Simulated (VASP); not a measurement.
Write the native input for VASP 6.6.1 that does the following.

| Quantity | Value |
| --- | --- |
| Task | single point |
| Functional | PBE |
| Potentials or basis | VASP PAW PBE potentials, release 64 (Fe) |
| Cutoff | 520 eV |
| k mesh | 12 × 12 × 12 |
| Occupations | gaussian, width 0.15 eV |
| Spin | collinear spin, ferromagnetic start |
| Starting moments | [2.44] μB |
| Dipole correction | no |
| Further INCAR settings | ALGO = Fast; EDIFF = 1e-06; NBANDS = 14 |

The structure of Fe lies in POSCAR:

```
Fe
1.0
   -1.4116892367      1.4116892367      1.3100476117
    1.4116892367     -1.4116892367      1.3100476117
    1.4116892367      1.4116892367     -1.3100476117
Fe
1
Direct
    0.0000000000      0.0000000000      0.0000000000
```

This cell differs from its parent crystal: volume 10.443 Å^3 an atom, c/a of the conventional cell 0.9280.

The input as run:

INCAR

```
  PREC = Accurate
  ENCUT = 520
  EDIFF = 1E-6
  ISMEAR = 0
  SIGMA = 0.15
  LREAL = False
  LASPH = True
  NELM = 150
  ALGO = Fast
  ISIF = 2
  LWAVE = False
  LCHARG = False
  ISPIN = 2
  MAGMOM = 2.44
  LORBIT = 11
  LMAXMIX = 4
  GGA = PE
  NBANDS = 14
```

KPOINTS

```
Automatic mesh
0
Gamma
  12 12 12
```

Potentials or basis: VASP PAW PBE potentials, release 64 (Fe).

Launch:

```sh
$ cat potpaw_PBE.64/Fe/POTCAR > POTCAR
$ mpirun -np 1 vasp_std > vasp.out
```

Results of the run:

```json
{"Pressure": "19.8 GPa", "Net moment": "2.04 μB per cell", "Site moments": "Fe +2.02 μB", "Valence electrons inside the program's atomic spheres": "Fe 7.46"}
```

Run time: 64 s on 1 thread of Intel(R) Xeon(R) Platinum 8259CL CPU @ 2.50GHz (Skylake/Cascade Lake), with other jobs on the host, peak memory 0.14 GiB.
